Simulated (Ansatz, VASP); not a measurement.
## Two plane-wave programs on CsH

```
Cs H
1.0
     0.00000    3.18800    3.18800
     3.18800    0.00000    3.18800
     3.18800    3.18800    0.00000
Cs H
1 1
Direct
  0.00000 0.00000 0.00000
  0.50000 0.50000 0.50000
```

Alike in both runs: task relaxation of cell and atoms; functional r2SCAN; k mesh 6 × 6 × 6; occupations gaussian, width 0.02 eV; no spin polarisation.

|  | VASP | Ansatz |
| --- | --- | --- |
| version | VASP 6.6.1 | Ansatz 0.2.0 |
| potentials or method | VASP PAW PBE potentials, release 64 (Cs_sv, H), cutoff 600 eV | scalar-relativistic, plane waves, PAW |
| valence electrons in the cell | 10 | 10 |

```tsv
	VASP	Ansatz	Ansatz less VASP
gap on the k mesh at the Fermi level, each at its own relaxed structure (eV)	2.67	2.68	+0.010
relaxed volume (Å³/atom)	32.61	32.40	-0.211
relaxed cell length with the largest relative difference (Å)	4.518	4.509	-0.0098
```

VASP's potentials were made for PBE, not for r2SCAN.

Neither program's run includes spin-orbit coupling.
